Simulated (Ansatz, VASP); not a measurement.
**MgO: VASP beside Ansatz**

```
Mg O
1.0
     0.00000    2.18010    2.23327
     2.18010    0.00000    2.23327
     2.18010    2.18010    0.00000
Mg O
1 1
Direct
  0.00000 0.00000 0.00000
  0.50000 0.50000 0.50000
```

Change from the starting cell: strain +0.025 along x and y, +0.050 along z, atoms carried along.

Alike in both runs: task single point; functional PBE; k mesh 10 × 10 × 10; occupations gaussian, width 0.05 eV; no spin polarisation.

|  | VASP | Ansatz |
| --- | --- | --- |
| version | VASP 6.6.1 | Ansatz 0.2.0 |
| potentials or method | VASP PAW PBE potentials, release 64 (Mg, O), cutoff 520 eV | scalar-relativistic, plane waves, PAW |
| valence electrons in the cell | 8 | 16 |

|  | VASP | Ansatz | Ansatz less VASP |
| --- | --- | --- | --- |
| gap on the k mesh at the Fermi level (eV) | 3.54 | 3.56 | +0.021 |
| least direct gap on the mesh (eV) | 3.54 | 3.56 | +0.021 |
| pressure (GPa) | -12.6 | -11.8 | +0.73 |
| traceless stress, the component that is largest in VASP (GPa) | -1.31 | -1.32 | -0.004 |

VASP's potentials hold 8 valence electrons a cell and Ansatz's 16, so a difference there can come from the potentials and not from the codes.
